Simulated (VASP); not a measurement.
Here is a VASP 6.6.1 calculation.

Contents of POSCAR:

```
BeTe
1.0
    0.0000000000      2.8286752159      2.8286752159
    2.8286752159      0.0000000000      2.8286752159
    2.8286752159      2.8286752159      0.0000000000
Be Te
1 1
Direct
    0.0000000000      0.0000000000      0.0000000000
    0.2500000000      0.2500000000      0.2500000000
```

INCAR.step1

```
SYSTEM = BeTe
PREC = Accurate ; ENCUT = 660
ISMEAR = 0 ; SIGMA = 0.02
LREAL = .FALSE. ; LASPH = .TRUE.
NELM = 120 ; NBANDS = 11
GGA = PE ; ALGO = Normal
EDIFF = 1E-5 ; LWAVE = .TRUE.
LCHARG = .FALSE. ; GGA_COMPAT = .FALSE.
```

The input INCAR.step2:

```
SYSTEM = BeTe
PREC = Accurate ; ENCUT = 660
EDIFF = 1E-6 ; ISMEAR = 0
SIGMA = 0.02 ; LREAL = .FALSE.
LASPH = .TRUE. ; NELM = 120
ALGO = Normal ; ISIF = 2
LWAVE = .FALSE. ; LCHARG = .FALSE.
METAGGA = R2SCAN ; LMIXTAU = .TRUE.
NBANDS = 11 ; ISTART = 1
GGA_COMPAT = .FALSE.
```

KPOINTS

```
Automatic mesh
0
G
  8 8 8
  0 0 0
```

Potentials or basis: VASP PAW PBE potentials, release 64 (Be, Te).

The run is started by

```bash
$ cat potpaw_PBE.64/Be/POTCAR potpaw_PBE.64/Te/POTCAR > POTCAR
$ cp INCAR.step1 INCAR
$ mpirun -np 1 vasp_std > vasp.out
$ cp INCAR.step2 INCAR
$ mpirun -np 1 vasp_std > vasp.out
```

Q: What does it give for the band gap on the k mesh?

A: 2.37 eV (least direct gap 4.03 eV).

Q: Predict the pressure.

A: 0.2 GPa.

Caveat: the PAW data sets were made with another functional, which shifts forces and pressure a little; spin-orbit coupling is left out, which moves the levels of the heavy elements. A k mesh can miss the band edges.
